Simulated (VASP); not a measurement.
# Zr (P6_3/mmc) in VASP: notebook

The runs below take Zr through single point, with PBE.

Program: VASP 6.6.1. These are calculated values, not measurements. Logs are shortened: lines on timing, memory, paths and dates and some standing lists are left out, and cuts for length are marked.

**1. The cell of the first run**

It takes space group P6_3/mmc (No. 194, hexagonal). Conventional cell: a = 3.232 Å, b = 3.232 Å, c = 5.170 Å, α = 90.00°, β = 90.00°, γ = 120.00°. Within 4.2 Å of Zr (site symmetry -6m2) lie 12 Zr at 3.19 to 3.23 Å.

**2. Single point, PBE**

Input file INCAR:

```
  ALGO = Normal
  EDIFF = 1E-7
  ENCUT = 520
  GGA = PE
  ISIF = 2
  ISMEAR = 0
  LASPH = True
  LCHARG = False
  LREAL = False
  LWAVE = False
  NBANDS = 19
  NELM = 80
  PREC = Accurate
  SIGMA = 0.1
```

Input file KPOINTS:

```
k-points
0
Gamma
  15 15 8
```

Input file POSCAR:

```
Zr
1.0
    3.2318908720      0.0000000000      0.0000000000
   -1.6159454360      2.7988995974      0.0000000000
    0.0000000000      0.0000000000      5.1700808455
Zr
2
Direct
    0.3333333333      0.6666666667      0.2500000000
    0.6666666667      0.3333333333      0.7500000000
```

Potentials or basis: VASP PAW PBE potentials, release 64 (Zr_sv).

Launch:

```console
$ cat potpaw_PBE.64/Zr_sv/POTCAR > POTCAR
$ mpirun -np 1 vasp_std > vasp.out
```

OUTCAR:

```text
EDIFF = 1E-7
   ENCUT = 520
   GGA = PE
   ISIF = 2
   ISMEAR = 0
   LASPH = True
   LREAL = False
   NELM = 80
   PREC = Accurate

 ion  position               nearest neighbor table
   1  0.333  0.667  0.250-   2 3.19   2 3.19   2 3.19   2 3.19   2 3.19   2 3.19
   2  0.667  0.333  0.750-   1 3.19   1 3.19   1 3.19   1 3.19   1 3.19   1 3.19

  LATTYP: Found a hexagonal cell.
 ALAT       =     3.2318908720
 C/A-ratio  =     1.5997077408

  Lattice vectors:

 A1 = (   3.2318908720,   0.0000000000,   0.0000000000)
 A2 = (  -1.6159454360,   2.7988995974,   0.0000000000)
 A3 = (   0.0000000000,   0.0000000000,   5.1700808455)

Analysis of symmetry for initial positions (statically):
=====================================================================
 Subroutine PRICEL returns:
 Original cell was already a primitive cell.

 Routine SETGRP: Setting up the symmetry group for a
 hexagonal supercell.

 Subroutine GETGRP returns: Found 24 space group operations
 (whereof 12 operations were pure point group operations)
 out of a pool of 24 trial point group operations.

The static configuration has the point symmetry D_3d.
 The point group associated with its full space group is D_6h.

Analysis of symmetry for dynamics (positions and initial velocities):
=====================================================================
 Subroutine PRICEL returns:
 Original cell was already a primitive cell.

 Routine SETGRP: Setting up the symmetry group for a
 hexagonal supercell.

 Subroutine GETGRP returns: Found 24 space group operations
 (whereof 12 operations were pure point group operations)
 out of a pool of 24 trial point group operations.

The dynamic configuration has the point symmetry D_3d.
 The point group associated with its full space group is D_6h.

 Subroutine INISYM returns: Found 24 space group operations
 (whereof 12 operations are pure point group operations),
 and found     1 'primitive' translations

----------------------------------------------------------------------------------------

                                     Primitive cell

  volume of cell :      46.7672

  direct lattice vectors                    reciprocal lattice vectors
     3.231890872  0.000000000  0.000000000     0.309416388  0.178641635  0.000000000
    -1.615945436  2.798899597  0.000000000     0.000000000  0.357283270  0.000000000
     0.000000000  0.000000000  5.170080846     0.000000000  0.000000000  0.193420573

  length of vectors
     3.231890872  3.231890872  5.170080846     0.357283270  0.357283270  0.193420573

  position of ions in fractional coordinates (direct lattice)
     0.333333333  0.666666667  0.250000000
     0.666666667  0.333333333  0.750000000

  ion indices of the primitive-cell ions
   primitive index   ion index
                 1           1
                 2           2

----------------------------------------------------------------------------------------

 KPOINTS: k-points

Automatic generation of k-mesh.
 Grid dimensions read from file:
 generate k-points for:   15   15    8

 Generating k-lattice:

  Cartesian coordinates                     Fractional coordinates (reciprocal lattice)
     0.020627759  0.011909442  0.000000000     0.066666667  0.000000000  0.000000000
     0.000000000  0.023818885  0.000000000     0.000000000  0.066666667  0.000000000
     0.000000000  0.000000000  0.024177572     0.000000000  0.000000000  0.125000000

  Length of vectors
     0.023818885  0.023818885  0.024177572

  Shift w.r.t. Gamma in fractional coordinates (k-lattice)
     0.000000000  0.000000000  0.000000000

 Subroutine IBZKPT returns following result:
 ===========================================

 Found    135 irreducible k-points:

 Following reciprocal coordinates:
            Coordinates               Weight
  0.000000  0.000000  0.000000      1.000000
  0.066667  0.000000  0.000000      6.000000
  0.133333  0.000000  0.000000      6.000000
  0.200000  0.000000  0.000000      6.000000
  0.266667  0.000000  0.000000      6.000000
  0.333333  0.000000  0.000000      6.000000
[... 16 lines left out ...]
  0.333333  0.200000  0.000000     12.000000
  0.400000  0.200000  0.000000      6.000000
 [... further k-points ...]
   k-points           NKPTS =    135   k-points in BZ     NKDIM =    135   number of bands    NBANDS=     19
   number of dos      NEDOS =    301   number of ions     NIONS =      2
   total plane-waves  NPLWV =  23040
   dimension x,y,z NGX =    24 NGY =   24 NGZ =   40
   dimension x,y,z NGXF=    48 NGYF=   48 NGZF=   80
   ions per type =               2
   NGX,Y,Z   is equivalent  to a cutoff of  12.35, 12.35, 12.86 a.u.
   NGXF,Y,Z  is equivalent  to a cutoff of  24.69, 24.69, 25.72 a.u.
 SYSTEM =  unknown system
   PREC   = accura    normal or accurate (medium, high low for compatibility)
   ISTART =      0    job   : 0-new  1-cont  2-samecut
   ICHARG =      2    charge: 1-file 2-atom 10-const
   ISPIN  =      1    spin polarized calculation?
   LNONCOLLINEAR =      F non collinear calculations
   LSORBIT =      F    spin-orbit coupling
   LASPH  =      T    aspherical Exc in radial PAW
   ENCUT  =  520.0 eV  38.22 Ry    6.18 a.u.   6.01  6.01  9.61*2*pi/ulx,y,z
   NELM   =     80;   NELMIN=  2; NELMDL= -5     # of ELM steps
   EDIFF  = 0.1E-06   stopping-criterion for ELM
   LREAL  =      F    real-space projection
   EDIFFG = 0.1E-05   stopping-criterion for IOM
   NSW    =      0    number of steps for IOM
   IBRION =     -1    ionic relax: 0-MD 1-quasi-New 2-CG
   NFREE  =      0    steps in history (QN), initial steepest desc. (CG)
   ISIF   =      2    stress and relaxation
   ISYM   =      2    0-nonsym 1-usesym 2-fastsym
   POTIM  = 0.5000    time-step for ionic-motion
   TEBEG  =    0.0;   TEEND  =   0.0 temperature during run
   PSTRESS=    0.0 pullay stress
   NELECT =      24.0000    total number of electrons
   NUPDOWN=      -1.0000    fix difference up-down
   EMIN   =  10.00;   EMAX   =-10.00  energy-range for DOS
   EFERMI =   0.00;   METHOD = LEGACY
   ISMEAR =     0;   SIGMA  =   0.10  broadening in eV -4-tet -1-fermi 0-gaus
   EFERMI_NEDOS =   21; number of points for ismear=-14 and -15
   IALGO  =     38    algorithm
   IMIX   =      4    mixing-type and parameters
     AMIX     =   0.40;   BMIX     =  1.00
     AMIX_MAG =   1.60;   BMIX_MAG =  1.00
  volume/ion in A,a.u.               =      23.38       157.80
  Fermi-wavevector in a.u.,A,eV,Ry     =   1.310684  2.476834 23.373361  1.717894
  Thomas-Fermi vector in A             =   2.441198
   LORBIT       =      0    0 simple, 1 ext, 2 COOP (PROOUT), +10 PAW based schemes
   GGA     = PE    functional components
   LHFCALC =     F    Hartree Fock is set to
   AEXX    =    0.0000 exact exchange contribution
   IVDW    =     0    specifies the selected vdW correction
   LEPSILON=     F    determine dielectric tensor
   LRPA    =     F    only Hartree local field effects (RPA)
 non-spin polarized calculation
 Gauss-broadening in eV      SIGMA  =   0.10
  energy-cutoff  :      520.00
  volume of cell :       46.77
 maximum number of plane-waves:      1284
   NGX = 13   NGY = 13   NGZ = 19

 number of electron      24.0000001 magnetization

 Free energy of the ion-electron system (eV)
  ---------------------------------------------------
  ext. energy  EPLUGINS =         0.00000000
  ---------------------------------------------------
  free energy    TOTEN  =       -17.04599071 eV

  energy without entropy =      -17.03607483  energy(sigma->0) =      -17.04103277

 E-fermi :   8.9655     XC(G=0): -11.0620

 val. band max:        8.9634950476   @ k =   0.1333   0.0000   0.1250
 cond. band min:       8.9673361981   @ k =   0.2667   0.2000   0.5000
 fundamental gap:      0.0038411505
 Fermi energy:         8.9654527917

 k-point     1 :       0.0000    0.0000    0.0000
  band No.  band energies     occupation
      1     -39.9000      2.00000
      2     -39.7509      2.00000
      3     -18.4123      2.00000
      4     -17.5521      2.00000
      5     -17.5521      2.00000
      6     -17.4287      2.00000
[... 11 lines left out ...]
     18      11.1041      0.00000
     19      13.3614      0.00000

 k-point     2 :       0.0667    0.0000    0.0000
  band No.  band energies     occupation
      1     -39.8949      2.00000
      2     -39.7487      2.00000
      3     -18.3989      2.00000
      4     -17.5823      2.00000
      5     -17.5620      2.00000
      6     -17.4471      2.00000
[... 11 lines left out ...]
     18      10.9938      0.00000
     19      13.4424      0.00000

 k-point     3 :       0.1333    0.0000    0.0000
  band No.  band energies     occupation
      1     -39.8806      2.00000
      2     -39.7428      2.00000
      3     -18.3598      2.00000
      4     -17.6674      2.00000
      5     -17.5892      2.00000
      6     -17.5341      2.00000
[... 11 lines left out ...]
     18      10.9219      0.00000
     19      13.6286      0.00000

 k-point     4 :       0.2000    0.0000    0.0000
  band No.  band energies     occupation
      1     -39.8588      2.00000
      2     -39.7345      2.00000
      3     -18.2985      2.00000
      4     -17.7928      2.00000
      5     -17.6583      2.00000
      6     -17.6277      2.00000
[... 11 lines left out ...]
     18      11.4307      0.00000
     19      13.8288      0.00000

 k-point     5 :       0.2667    0.0000    0.0000
  band No.  band energies     occupation
      1     -39.8327      2.00000
      2     -39.7261      2.00000
      3     -18.2207      2.00000
      4     -17.9364      2.00000
      5     -17.7956      2.00000
      6     -17.6704      2.00000
[... 11 lines left out ...]
     18      12.0913      0.00000
     19      13.9913      0.00000
[... 334 lines left out ...]
      2     -39.7185      2.00000
      3     -18.1122      2.00000
      4     -17.9995      2.00000
      5     -17.9793      2.00000
      6     -17.7215      2.00000
[... 11 lines left out ...]
     18      13.5684      0.00000
     19      13.8106      0.00000

 k-point    22 :       0.2667    0.2000    0.0000
  band No.  band energies     occupation
      1     -39.7764      2.00000
      2     -39.7166      2.00000
      3     -18.0895      2.00000
      4     -18.0306      2.00000
      5     -18.0110      2.00000
      6     -17.7899      2.00000
[... 11 lines left out ...]
     18      13.7811      0.00000
     19      14.4302      0.00000

 k-point    23 :       0.3333    0.2000    0.0000
  band No.  band energies     occupation
      1     -39.7582      2.00000
      2     -39.7181      2.00000
      3     -18.1503      2.00000
      4     -18.0151      2.00000
      5     -17.9564      2.00000
      6     -17.8551      2.00000
[... 11 lines left out ...]
     18      13.7594      0.00000
     19      15.1146      0.00000

 k-point    24 :       0.4000    0.2000    0.0000
  band No.  band energies     occupation
      1     -39.7503      2.00000
      2     -39.7201      2.00000
      3     -18.1715      2.00000
      4     -18.0099      2.00000
      5     -17.9203      2.00000
      6     -17.8854      2.00000
[... 11 lines left out ...]
     18      13.7512      0.00000
     19      15.3224      0.00000

 [... further k-points ...]
[... 5 lines left out ...]
  --------------------------------------------------------------------------------------
  -------------------------------------------------------------------------------------
  Total        0.0035759      0.0035759      0.0079771      0.0000000      0.0000000      0.0000000
  in kB        0.1225067      0.1225067      0.2732823      0.0000000      0.0000000      0.0000000
  external PRESSURE =       0.1727652 kB  Pullay stress =       0.0000000 kB

 VOLUME and BASIS-vectors are now :
 -----------------------------------------------------------------------------
  energy-cutoff  :      520.00
  volume of cell :       46.77
      direct lattice vectors                 reciprocal lattice vectors
     3.231890872  0.000000000  0.000000000     0.309416388  0.178641635  0.000000000
    -1.615945436  2.798899597  0.000000000     0.000000000  0.357283270  0.000000000
     0.000000000  0.000000000  5.170080846     0.000000000  0.000000000  0.193420573

 POSITION                                       TOTAL-FORCE (eV/Angst)
 -----------------------------------------------------------------------------------
     -0.00000      1.86593      1.29252         0.000000     -0.000000      0.000000
      1.61595      0.93297      3.87756        -0.000000      0.000000      0.000000
 -----------------------------------------------------------------------------------
    total drift:                               -0.000000      0.000000     -0.000000

  FREE ENERGIE OF THE ION-ELECTRON SYSTEM (eV)
  ---------------------------------------------------
  free  energy   TOTEN  =       -17.0459907071 eV

  energy  without entropy=      -17.0360748270  energy(sigma->0) =      -17.04103277
```

Run time: 54 s. Hardware: 1 thread of AMD EPYC 9R14 (Zen 4), shared host; peak memory 0.2 GiB.

Results:

```yaml
Free_energy: -17.0460 eV
Pressure: 0.0 GPa
Band_gap_on_the_k_mesh: zero (band 12 reaches 9.82 eV, above the bottom of band 13 at 8.64 eV)
```

**3. Single point, PBE (biaxial strain in the a-b plane: +3.0 %, then relaxed in part)**

Input file INCAR:

```
  PREC = Accurate
  ENCUT = 520
  EDIFF = 1E-6
  ISMEAR = 0
  SIGMA = 0.1
  LREAL = F
  LASPH = T
  NELM = 100
  ALGO = Normal
  ISIF = 2
  LWAVE = F
  LCHARG = F
  GGA = PE
  NBANDS = 19
```

Input file KPOINTS:

```
regular mesh
0
Gamma
  15 15 8
```

Input file POSCAR:

```
Zr
1.0
    3.3288475981      0.0000000000      0.0000000000
   -1.6644237990      2.8828665853      0.0000000000
    0.0000000000      0.0000000000      5.0580841387
Zr
2
Direct
    0.3333333333      0.6666666667      0.2500000000
    0.6666666667      0.3333333333      0.7500000000
```

Potentials or basis: VASP PAW PBE potentials, release 64 (Zr_sv).

Launch:

```console
$ cat potpaw_PBE.64/Zr_sv/POTCAR > POTCAR
$ mpirun -np 1 vasp_std > vasp.out
```

OUTCAR:

```text
PREC = Accurate
   ENCUT = 520
   EDIFF = 1E-6
   ISMEAR = 0
   LREAL = F
   LASPH = T
   NELM = 100
   ISIF = 2
   GGA = PE

 ion  position               nearest neighbor table
   1  0.333  0.667  0.250-   2 3.18   2 3.18   2 3.18   2 3.18   2 3.18   2 3.18
   2  0.667  0.333  0.750-   1 3.18   1 3.18   1 3.18   1 3.18   1 3.18   1 3.18

  LATTYP: Found a hexagonal cell.
 ALAT       =     3.3288475981
 C/A-ratio  =     1.5194700237

  Lattice vectors:

[... 191 lines left out ...]
      2     -40.2516      2.00000
      3     -18.9005      2.00000
      4     -18.1376      2.00000
      5     -18.1376      2.00000
      6     -17.9795      2.00000
[... 505 lines left out ...]
      6     -18.3898      2.00000
[... 11 lines left out ...]
     18      13.4753      0.00000
     19      14.2990      0.00000

 [... further k-points ...]
[... 5 lines left out ...]
  --------------------------------------------------------------------------------------
  -------------------------------------------------------------------------------------
  Total       -1.3417879     -1.3417879      0.0026254     -0.0000000      0.0000000      0.0000000
  in kB      -44.2883939    -44.2883939      0.0866581     -0.0000000      0.0000000      0.0000000
  external PRESSURE =     -29.4967099 kB  Pullay stress =       0.0000000 kB

 VOLUME and BASIS-vectors are now :
 -----------------------------------------------------------------------------
  energy-cutoff  :      520.00
  volume of cell :       48.54
      direct lattice vectors                 reciprocal lattice vectors
     3.328847598  0.000000000  0.000000000     0.300404260  0.173438480  0.000000000
    -1.664423799  2.882866585  0.000000000     0.000000000  0.346876961  0.000000000
     0.000000000  0.000000000  5.058084139     0.000000000  0.000000000  0.197703315

 POSITION                                       TOTAL-FORCE (eV/Angst)
 -----------------------------------------------------------------------------------
     -0.00000      1.92191      1.26452        -0.000000      0.000000      0.000000
      1.66442      0.96096      3.79356         0.000000     -0.000000      0.000000
 -----------------------------------------------------------------------------------
    total drift:                                0.000000     -0.000000      0.000000

  FREE ENERGIE OF THE ION-ELECTRON SYSTEM (eV)
  ---------------------------------------------------
  free  energy   TOTEN  =       -17.0067958566 eV

  energy  without entropy=      -16.9971947082  energy(sigma->0) =      -17.00199528
```

stdout:

```text
POSCAR found type information on POSCAR Zr
 POSCAR found :  1 types and       2 ions
 scaLAPACK will be used
 LDA part: xc-table for (Slater+PW92), standard interpolation
 POSCAR, INCAR and KPOINTS ok, starting setup
 FFT: planning ... GRIDC
 FFT: planning ... GRID_SOFT
 FFT: planning ... GRID
 WAVECAR not read
 entering main loop
```

It took 80 s on 1 thread of Intel Xeon 6975P-C, shared host; peak memory 0.25 GiB.

Results:

```yaml
Free_energy: -17.0068 eV
Pressure: -2.9 GPa
Band_gap_on_the_k_mesh: zero (band 12 reaches 9.41 eV, above the bottom of band 13 at 8.29 eV)
```

Caveat: the cell differs from its parent crystal (biaxial strain in the a-b plane: +3.0 %, then relaxed in part).

[end of part 1 of 2]
